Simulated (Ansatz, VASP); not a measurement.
**LiF: VASP beside Ansatz**

```xyz
2
Lattice="0.0000 2.0340 2.0340 2.0340 0.0000 2.0340 2.0340 2.0340 0.0000" Properties=species:S:1:pos:R:3 pbc="T T T"
Li    0.0000    0.0000    0.0000
F     2.0340    2.0340    2.0340
```

Alike in both runs: task single point; functional r2SCAN; k mesh 10 × 10 × 10; no spin polarisation.

|  | VASP | Ansatz |
| --- | --- | --- |
| version | VASP 6.6.1 | Ansatz 0.2.0 |
| potentials or method | VASP PAW PBE potentials, release 64 (Li_sv, F) | plane waves, PAW |
| plane-wave cutoff (eV) | 520 | 500 |
| occupations | gaussian, width 0.01 eV | fixed |
| valence electrons in the cell | 10 | 10 |

```csv
,VASP,Ansatz,Ansatz less VASP
gap on the k mesh at the Fermi level (eV),9.98,9.79,-0.189
```

VASP's potentials were made for PBE, not for r2SCAN.

Noted on VASP's run: the cutoff is short for stress, so the pressure is rough.
